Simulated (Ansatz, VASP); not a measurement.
AlN: VASP beside Ansatz

```xyz
4
Lattice="3.1110 0.0000 0.0000 -1.5555 2.6942 0.0000 0.0000 0.0000 4.9810" Properties=species:S:1:pos:R:3 pbc="T T T"
Al    0.0000    1.7961    0.0003
Al    1.5555    0.8981    2.4908
N     0.0000    1.7961    1.9025
N     1.5555    0.8981    4.3930
```

Alike in both runs: task single point; functional HSE06; k mesh 6 × 6 × 4; occupations gaussian, width 0.03 eV; no spin polarisation.

```csv
,VASP,Ansatz
version,VASP 6.6.1,Ansatz 0.2.0
potentials or method,"VASP PAW PBE potentials, release 64 (Al, N)","scalar-relativistic, plane waves, PAW"
plane-wave cutoff (eV),520,420
valence electrons in the cell,16,16
```

Ansatz gave:

```
gap on the k mesh at the Fermi level (eV) : 5.56
least direct gap on the mesh (eV)         : 5.56
```

Task: What did VASP give for the same quantities?

Result: gap on the k mesh at the Fermi level (eV): 5.55; least direct gap on the mesh (eV): 5.55.

The functional is the same, so the differences come from potentials, cutoffs and numerics.
